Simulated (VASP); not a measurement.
Crystal: Bi.

```xyz
2
Lattice="3.3019 0.0000 0.0000 0.0000 3.2848 0.0000 -0.0820 0.0000 6.5703" Properties=species:S:1:pos:R:3 pbc="T T T"
Bi    1.7356    0.0000    4.9249
Bi    1.4843    0.0000    1.6453
```

Base run:

```yaml
Program: VASP 6.6.1
Functional: LDA
Potentials_or_basis: VASP PAW LDA potentials, release 64 (Bi_d)
Cutoff: 520 eV
k_mesh: 8 × 8 × 4
Occupations: fermi-dirac, width 0.05 eV
Spin: no spin polarisation
```

Its results: band gap on the k mesh zero (band 15 reaches 9.56 eV, above the bottom of band 16 at 3.66 eV); pressure -4.2 GPa; largest force 0.033 eV/Å.

Q: The run is repeated on the same cell with these changes: functional from LDA to PBE; potentials or basis from VASP PAW LDA potentials, release 64 (Bi_d) to VASP PAW PBE potentials, release 64 (Bi_d). What comes out?

A: Band gap on the k mesh zero (band 15 reaches 9.85 eV, above the bottom of band 16 at 3.92 eV); pressure -0.8 GPa; largest force 0.018 eV/Å.

Caveats: spin-orbit coupling is left out, which moves the levels of the heavy elements.
